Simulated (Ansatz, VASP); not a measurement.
InAs in VASP and in Ansatz

```xyz
2
Lattice="0.0000 3.0638 3.0638 3.0638 0.0000 3.0638 3.0638 3.0638 0.0000" Properties=species:S:1:pos:R:3 pbc="T T T"
In    0.0000    0.0000    0.0000
As    4.5957    4.5957    4.5957
```

Change from the starting cell: volume scaled by 1.04.

Alike in both runs: task single point; functional PBE; k mesh 10 × 10 × 10; occupations fermi-dirac, width 0.08 eV; no spin polarisation.

```csv
,VASP,Ansatz
version,VASP 6.6.1,Ansatz 0.2.0
potentials or method,"VASP PAW PBE potentials, release 64 (In_d, As), cutoff 500 eV","all-electron LAPW, scalar-relativistic"
```

```tsv
	VASP	Ansatz	Ansatz less VASP
pressure (GPa)	1.5	1.5	-0.05
```

Ansatz ran all-electron here, and VASP with PAW potentials.
